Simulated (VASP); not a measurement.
A run of VASP 6.6.1 is set up as follows.

INCAR

```
ALGO = Fast ; EDIFF = 1E-6
ENCUT = 520 ; GGA = PS
ISIF = 2 ; ISMEAR = 0
LASPH = True ; LCHARG = False
LREAL = False ; LWAVE = False
NBANDS = 18 ; NELM = 100
PREC = Accurate ; SIGMA = 0.1
```

File KPOINTS:

```
k-points
0
Gamma
  18 18 20
```

Contents of POSCAR:

```
Cu
1.0
    2.8034779461      0.0000000000      0.0000000000
    0.0000000000      2.8034779461      0.0000000000
    0.0000000000      0.0000000000      2.6384139805
Cu
2
Direct
    0.0000000000      0.0000000000      0.0000000000
    0.5000000000      0.5000000000      0.5000000000
```

Potentials or basis: VASP PAW PBE potentials, release 64 (Cu).

Command:

```bash
$ cat potpaw_PBE.64/Cu/POTCAR > POTCAR
$ mpirun -np 1 vasp_std > vasp.out
```

Problem. What does it give for the band gap on the k mesh?

Solution. Zero (bands 11 and 12 overlap by 8.29 eV).

Problem. Predict the pressure.

Solution. 20.2 GPa.

Stress tensor (GPa, compression positive):
```
20.03  0.00  0.00
 0.00 20.03  0.00
 0.00  0.00 20.47
```

Caveat: the cell differs from its parent crystal (equal strain along all axes, cell held: -3.0 %); the cell stands under pressure; the PAW data sets were made with another functional, which shifts forces and pressure a little.
